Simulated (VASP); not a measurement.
Wanted: the native input for a VASP 6.6.1 run.

| Item | Value |
| --- | --- |
| Task | single point |
| Functional | PBEsol |
| Potentials or basis | VASP PAW PBE potentials, release 64 (Ta_pv, N) |
| Cutoff | 520 eV |
| k mesh | 18 × 18 × 10 |
| Occupations | gaussian, width 0.15 eV |
| Spin | no spin polarisation |
| Dipole correction | no |
| Further INCAR settings | ALGO = Normal; EDIFF = 1e-06; NBANDS = 20 |

The structure of Ta2N lies in POSCAR:

```
Ta2N
1.0
    2.9246846176      0.0000000000      0.0000000000
   -1.4623423088      2.5328511769      0.0000000000
    0.0000000000      0.0000000000      5.0644200369
Ta N
2 1
Direct
    0.6666666667      0.3333333333      0.7462554481
    0.3333333333      0.6666666667      0.2537445519
    0.0000000000      0.0000000000      0.0000000000
```

This cell differs from its parent crystal: strain -0.050 along x and y, +0.050 along z.

These files were run (other wordings do the same):

INCAR

```
ALGO     = Normal         # electronic algorithm
EDIFF    = 1E-6           # SCF threshold, eV
ENCUT    = 520            # plane-wave cutoff, eV
GGA      = PS             # functional
ISIF     = 2              # what is computed and relaxed
ISMEAR   = 0              # smearing method
LASPH    = True           # aspherical terms in the spheres
LCHARG   = True           # write CHGCAR
LELF     = True           # ELF
LREAL    = False          # projectors in reciprocal space
LVHAR    = True         
LWAVE    = False          # write WAVECAR
NBANDS   = 20             # bands
NELM     = 60             # most SCF steps
PREC     = Accurate       # precision mode
SIGMA    = 0.15           # smearing width, eV
```

KPOINTS

```
k-points
0
Gamma
  18 18 10
```

Potentials or basis: VASP PAW PBE potentials, release 64 (Ta_pv, N).

Command:

```console
$ cat potpaw_PBE.64/Ta_pv/POTCAR potpaw_PBE.64/N/POTCAR > POTCAR
$ mpirun -np 1 vasp_std > vasp.out
```

Results of the run:

```yaml
Pressure: 20.2 GPa
Largest_force: 1.273 eV/Å
Band_gap_on_the_k_mesh: zero (an odd number of electrons rules out a gap without spin polarisation)
```

Caveat: the cell differs from its parent crystal (strain -0.050 along x and y, +0.050 along z); the stress differs along the axes, from 5 to 28 GPa; the PAW data sets were made with another functional, which shifts forces and pressure a little; spin-orbit coupling is left out, which moves the levels of the heavy elements.

Wall time 4.8 min on 1 thread of Intel Xeon 8259CL, with other jobs on the host, peak memory 0.34 GiB.
